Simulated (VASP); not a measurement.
Input of a VASP 6.6.1 run:

File INCAR:

```
  PREC = Accurate
  ENCUT = 520
  EDIFF = 1E-7
  ISMEAR = 0
  SIGMA = 0.1
  LREAL = False
  LASPH = True
  NELM = 60
  ALGO = Normal
  ISIF = 2
  LWAVE = False
  LCHARG = True
  GGA = PS
  LELF = True
  LVHAR = True
  NBANDS = 14
```

Contents of KPOINTS:

```
regular mesh
0
Gamma
  18 18 6
```

POSCAR

```
Al
1.0
    2.6821241920      0.0000000000      0.0000000000
   -1.3410620960      2.3227876864      0.0000000000
    0.0000000000      0.0000000000      8.8037416927
Al
4
Direct
    0.0000000000      0.0000000000      0.0000000000
    0.3333333333      0.6666666667      0.2500000000
    0.0000000000      0.0000000000      0.5000000000
    0.6666666667      0.3333333333      0.7500000000
```

Potentials or basis: VASP PAW PBE potentials, release 64 (Al).

Command:

```console
$ cat potpaw_PBE.64/Al/POTCAR > POTCAR
$ mpirun -np 1 vasp_std > vasp.out
```

(1) What does it give for the pressure?

(2) Predict the band gap on the k mesh.

Answers

(1) 20.1 GPa.

(2) zero (bands 6 and 7 overlap by 5.85 eV).

Caveat: the cell stands under pressure; the PAW data sets were made with another functional, which shifts forces and pressure a little.
